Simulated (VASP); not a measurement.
The system is Ba.

```
Ba
1.0
    -2.50328    2.50328    2.50328
     2.50328   -2.50328    2.50328
     2.50328    2.50328   -2.50328
Ba
1
Cartesian
  0.0000 0.0000 0.0000
```

```yaml
Program: VASP 6.6.1
Task: relaxation of cell and atoms
Functional: PBEsol
Potentials_or_basis: VASP PAW PBE potentials, release 64 (Ba_sv)
Cutoff: 600 eV
k_mesh: 12 × 12 × 12
Occupations: gaussian, width 0.1 eV
Spin: no spin polarisation
```

At the start: pressure -0.6 GPa; volume 62.75 Å³/atom.

Problem. How do energy, volume and symmetry change on relaxing?

Solution. Over 3 steps the energy falls by 8.0 meV/atom and the volume is 58.47 Å³/atom (-6.8 %); space group Im-3m (No. 229, to 0.05 Å).

Step by step:
| step | energy change (eV) | largest force (eV/Å) | pressure (GPa) | volume (Å³) |
| --- | --- | --- | --- | --- |
| 1 | 0.0000 | 0.0000 | -0.58 | 62.75 |
| 2 | -0.0058 | 0.0000 | -0.32 | 60.71 |
| 3 | -0.0080 | 0.0000 | 0.00 | 58.47 |

Final structure:
```cif
data_structure
_symmetry_space_group_name_H-M 'P 1'
_symmetry_Int_Tables_number 1
_cell_length_a 4.2351
_cell_length_b 4.2351
_cell_length_c 4.2351
_cell_angle_alpha 109.471
_cell_angle_beta 109.471
_cell_angle_gamma 109.471
_cell_volume 58.47
loop_
_atom_site_label
_atom_site_type_symbol
_atom_site_fract_x
_atom_site_fract_y
_atom_site_fract_z
_atom_site_occupancy
Ba1 Ba 0.00000 0.00000 0.00000 1
```

Caveat: the PAW data sets were made with another functional, which shifts forces and pressure a little.
